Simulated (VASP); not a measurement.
# Ta2C (R-3m) in VASP: a series of runs

Ta2C is run at these levels: r2SCAN; tasks: single point, relaxation of cell and atoms.

Program: VASP 6.6.1. These are calculated values, not measurements. Logs are shortened: lines on timing, memory, paths and dates and some standing lists are left out, and cuts for length are marked.

## (1) The cell of the first run

Symmetry: R-3m, No. 166, trigonal system. Conventional cell: a = 3.099 Å, b = 3.099 Å, c = 15.041 Å, α = 90.00°, β = 90.00°, γ = 120.00°. Ta (site symmetry 3m) has 3 C at 2.18 Å within 2.9 Å. Within 2.9 Å of C (site symmetry -3m) lie 6 Ta at 2.18 Å.

## (2) Single point, r2SCAN

POSCAR reads:

```
Ta2C
1.0
    1.5496349610      0.8946821619      5.0137055246
   -1.5496349610      0.8946821619      5.0137055246
    0.0000000000     -1.7893643237      5.0137055246
Ta C
2 1
Direct
    0.7493678746      0.7493678746      0.7493678746
    0.2506321254      0.2506321254      0.2506321254
    0.0000000000      0.0000000000      0.0000000000
```

INCAR.step1 reads:

```
SYSTEM = Ta2C
ALGO = Normal ; EDIFF = 1E-4
ENCUT = 520 ; GGA = PE
ISMEAR = 0 ; LASPH = .TRUE.
LCHARG = .FALSE. ; LREAL = .FALSE.
LWAVE = .TRUE. ; NBANDS = 20
NELM = 100 ; PREC = Accurate
SIGMA = 0.1
```

INCAR.step2 reads:

```
SYSTEM = Ta2C
ALGO = Normal ; EDIFF = 1E-6
ENCUT = 520 ; ISIF = 2
ISMEAR = 0 ; ISTART = 1
LASPH = .TRUE. ; LCHARG = .TRUE.
LELF = .TRUE. ; LMIXTAU = .TRUE.
LREAL = .FALSE. ; LVHAR = .TRUE.
LWAVE = .FALSE. ; METAGGA = R2SCAN
NBANDS = 20 ; NELM = 100
PREC = Accurate ; SIGMA = 0.1
```

KPOINTS reads:

```
k-points
0
G
  6 6 6
  0 0 0
```

Potentials or basis: VASP PAW PBE potentials, release 64 (Ta_pv, C).

Command:

```
$ cat potpaw_PBE.64/Ta_pv/POTCAR potpaw_PBE.64/C/POTCAR > POTCAR
$ cp INCAR.step1 INCAR
$ mpirun -np 1 vasp_std > vasp.out
$ cp INCAR.step2 INCAR
$ mpirun -np 1 vasp_std > vasp.out
```

OUTCAR:

```text
SYSTEM = Ta2C
   EDIFF = 1E-6
   ENCUT = 520
   ISIF = 2
   ISMEAR = 0
   ISTART = 1
   LASPH = .TRUE.
   LREAL = .FALSE.
   METAGGA = R2SCAN
   NELM = 100
   PREC = Accurate

 ion  position               nearest neighbor table
   1  0.749  0.749  0.749-   3 2.18   3 2.18   3 2.18   2 3.06   2 3.06   2 3.06   2 3.10   2 3.10
                             2 3.10
   2  0.251  0.251  0.251-   3 2.18   3 2.18   3 2.18   1 3.06   1 3.06   1 3.06   1 3.10   1 3.10
                             1 3.10
   3  0.000  0.000  0.000-   1 2.18   2 2.18   1 2.18   1 2.18   2 2.18   2 2.18

  LATTYP: Found a trigonal (rhomboedric) cell.
 ALAT       =     5.3234451036
 COS(alpha) =     0.8305259346

  Lattice vectors:

 A1 = (   1.5496349610,   0.8946821619,   5.0137055246)
 A2 = (  -1.5496349610,   0.8946821619,   5.0137055246)
 A3 = (   0.0000000000,  -1.7893643237,   5.0137055246)

Analysis of symmetry for initial positions (statically):
=====================================================================
 Subroutine PRICEL returns:
 Original cell was already a primitive cell.

 Routine SETGRP: Setting up the symmetry group for a
 trigonal (rhombohedral) supercell.

 Subroutine GETGRP returns: Found 12 space group operations
 (whereof 12 operations were pure point group operations)
 out of a pool of 12 trial point group operations.

The static configuration has the point symmetry D_3d.

Analysis of symmetry for dynamics (positions and initial velocities):
=====================================================================
 Subroutine PRICEL returns:
 Original cell was already a primitive cell.

 Routine SETGRP: Setting up the symmetry group for a
 trigonal (rhombohedral) supercell.

 Subroutine GETGRP returns: Found 12 space group operations
 (whereof 12 operations were pure point group operations)
 out of a pool of 12 trial point group operations.

The dynamic configuration has the point symmetry D_3d.

 Subroutine INISYM returns: Found 12 space group operations
 (whereof 12 operations are pure point group operations),
 and found     1 'primitive' translations

----------------------------------------------------------------------------------------

                                     Primitive cell

  volume of cell :      41.7069

  direct lattice vectors                    reciprocal lattice vectors
[... 80 lines left out ...]
   PREC   = accura    normal or accurate (medium, high low for compatibility)
   ISTART =      1    job   : 0-new  1-cont  2-samecut
   ICHARG =      0    charge: 1-file 2-atom 10-const
   ISPIN  =      1    spin polarized calculation?
   LNONCOLLINEAR =      F non collinear calculations
   LSORBIT =      F    spin-orbit coupling
   LASPH  =      T    aspherical Exc in radial PAW
   ENCUT  =  520.0 eV  38.22 Ry    6.18 a.u.   9.90  9.90  9.90*2*pi/ulx,y,z
   NELM   =    100;   NELMIN=  2; NELMDL=  0     # of ELM steps
   EDIFF  = 0.1E-05   stopping-criterion for ELM
   LREAL  =      F    real-space projection
   EDIFFG = 0.1E-04   stopping-criterion for IOM
   NSW    =      0    number of steps for IOM
   IBRION =     -1    ionic relax: 0-MD 1-quasi-New 2-CG
   NFREE  =      0    steps in history (QN), initial steepest desc. (CG)
   ISIF   =      2    stress and relaxation
   ISYM   =      2    0-nonsym 1-usesym 2-fastsym
   POTIM  = 0.5000    time-step for ionic-motion
   TEBEG  =    0.0;   TEEND  =   0.0 temperature during run
   PSTRESS=    0.0 pullay stress
   NELECT =      26.0000    total number of electrons
   NUPDOWN=      -1.0000    fix difference up-down
   EMIN   =  10.00;   EMAX   =-10.00  energy-range for DOS
   EFERMI =   0.00;   METHOD = LEGACY
   ISMEAR =     0;   SIGMA  =   0.10  broadening in eV -4-tet -1-fermi 0-gaus
   EFERMI_NEDOS =   21; number of points for ismear=-14 and -15
   IALGO  =     38    algorithm
   IMIX   =      4    mixing-type and parameters
     AMIX     =   0.40;   BMIX     =  1.00
     AMIX_MAG =   1.60;   BMIX_MAG =  1.00
  volume/ion in A,a.u.               =      13.90        93.82
  Fermi-wavevector in a.u.,A,eV,Ry     =   1.398502  2.642786 26.610394  1.955809
  Thomas-Fermi vector in A             =   2.521654
   LORBIT       =      0    0 simple, 1 ext, 2 COOP (PROOUT), +10 PAW based schemes
   METAGGA = R2SCAN    functional components
   LHFCALC =     F    Hartree Fock is set to
   AEXX    =    0.0000 exact exchange contribution
   IVDW    =     0    specifies the selected vdW correction
   LEPSILON=     F    determine dielectric tensor
   LRPA    =     F    only Hartree local field effects (RPA)
 non-spin polarized calculation
 Gauss-broadening in eV      SIGMA  =   0.10
  energy-cutoff  :      520.00
  volume of cell :       41.71
 maximum number of plane-waves:      1144
   NGX = 19   NGY = 19   NGZ = 19

 number of electron      25.9999999 magnetization

 Free energy of the ion-electron system (eV)
  ---------------------------------------------------
  ext. energy  EPLUGINS =         0.00000000
  ---------------------------------------------------
  free energy    TOTEN  =      -108.64114798 eV

  energy without entropy =     -108.63201008  energy(sigma->0) =     -108.63657903

 E-fermi :   6.5647     XC(G=0): -13.8059

 val. band max:        6.4881731079   @ k =   0.0000   0.0000   0.0000
 cond. band min:       6.5679209152   @ k =   0.1667   0.1667   0.0000
 fundamental gap:      0.0797478073
 Fermi energy:         6.5646563621

 k-point     1 :       0.0000    0.0000    0.0000
  band No.  band energies     occupation
      1     -29.6704      2.00000
      2     -29.0060      2.00000
      3     -29.0060      2.00000
      4     -28.9056      2.00000
      5     -28.9056      2.00000
      6     -28.8065      2.00000
[... 541 lines left out ...]
     19      12.2162      0.00000
     20      13.0284      0.00000

 [... further k-points ...]
[... 5 lines left out ...]
  --------------------------------------------------------------------------------------
  -------------------------------------------------------------------------------------
  Total        0.2324080      0.2324080      0.2235845     -0.0000000      0.0000000      0.0000000
  in kB        8.9279845      8.9279845      8.5890291     -0.0000000      0.0000000      0.0000000
  external PRESSURE =       8.8149993 kB  Pullay stress =       0.0000000 kB

 VOLUME and BASIS-vectors are now :
 -----------------------------------------------------------------------------
  energy-cutoff  :      520.00
  volume of cell :       41.71
      direct lattice vectors                 reciprocal lattice vectors
     1.549634961  0.894682162  5.013705525     0.322656634  0.186285894  0.066484426
    -1.549634961  0.894682162  5.013705525    -0.322656634  0.186285894  0.066484426
     0.000000000 -1.789364324  5.013705525     0.000000000 -0.372571789  0.066484426

 POSITION                                       TOTAL-FORCE (eV/Angst)
 -----------------------------------------------------------------------------------
      0.00000      0.00000     11.27133         0.000000      0.000000      0.034682
      0.00000      0.00000      3.76979         0.000000     -0.000000     -0.034682
      0.00000      0.00000      0.00000         0.000000     -0.000000     -0.000000
 -----------------------------------------------------------------------------------
    total drift:                               -0.000000     -0.000000      0.000000

  FREE ENERGIE OF THE ION-ELECTRON SYSTEM (eV)
  ---------------------------------------------------
  free  energy   TOTEN  =      -108.6411479804 eV

  energy  without entropy=     -108.6320100768  energy(sigma->0) =     -108.63657903
```

OUTCAR.step1:

```text
SYSTEM = Ta2C
   EDIFF = 1E-4
   ENCUT = 520
   GGA = PE
   ISMEAR = 0
   LASPH = .TRUE.
   LREAL = .FALSE.
   NELM = 100
[... 777 lines left out ...]
      0.00000      0.00000     11.27133        -0.000000      0.000000      0.087557
      0.00000      0.00000      3.76979        -0.000000     -0.000000     -0.087557
      0.00000      0.00000      0.00000         0.000000     -0.000000      0.000000
 -----------------------------------------------------------------------------------
    total drift:                               -0.000000     -0.000000      0.000000

  FREE ENERGIE OF THE ION-ELECTRON SYSTEM (eV)
  ---------------------------------------------------
  free  energy   TOTEN  =       -34.2156007764 eV

  energy  without entropy=      -34.2041186287  energy(sigma->0) =      -34.20985970
```

OSZICAR.step1:

```text
N       E                     dE             d eps       ncg     rms          rms(c)
DAV:   1     0.201758770473E+03    0.20176E+03   -0.14730E+04  1280   0.136E+03
DAV:   2    -0.296924168577E+02   -0.23145E+03   -0.22551E+03  1436   0.379E+02
DAV:   3    -0.383516198959E+02   -0.86592E+01   -0.85103E+01  1620   0.655E+01
DAV:   4    -0.384504577762E+02   -0.98838E-01   -0.98555E-01  1560   0.695E+00
DAV:   5    -0.384514323915E+02   -0.97462E-03   -0.97438E-03  1636   0.614E-01    0.278E+01
DAV:   6    -0.344209536386E+02    0.40305E+01   -0.19876E+01  1608   0.252E+01    0.115E+01
DAV:   7    -0.342558275173E+02    0.16513E+00   -0.13848E+00  1416   0.734E+00    0.576E+00
DAV:   8    -0.342205788095E+02    0.35249E-01   -0.17636E-01  1480   0.276E+00    0.635E-01
DAV:   9    -0.342158393548E+02    0.47395E-02   -0.27806E-02  1528   0.963E-01    0.189E-01
DAV:  10    -0.342157004549E+02    0.13890E-03   -0.43764E-03  1600   0.497E-01    0.682E-02
DAV:  11    -0.342156007764E+02    0.99679E-04   -0.48653E-04  1440   0.136E-01
   1 F= -.34215601E+02 E0= -.34209860E+02  d E =-.114821E-01
```

Run time: 4.3 min. Hardware: 1 thread of Intel Xeon 8259CL, shared host; peak memory 0.27 GiB.

Results:

```yaml
Free_energy: -108.6411 eV
Pressure: 0.9 GPa
Largest_force: 0.035 eV/Å
Band_gap_on_the_k_mesh: zero (bands 13 and 14 overlap by 0.53 eV)
```

Forces in eV/Å, atoms in the order of the input:
```
Ta   0.000  0.000  0.035
Ta   0.000  0.000 -0.035
C    0.000  0.000  0.000
```

Caveat: the k points lie up to 0.40 Å⁻¹ apart, too coarse for converged energies and pressures of a metal; the PAW data sets were made with another functional, which shifts forces and pressure a little; spin-orbit coupling is left out, which moves the levels of the heavy elements.

(Part 1 of 2 ends here.)

The gap in the log of VASP goes by the Fermi energy; the results here count the filled bands.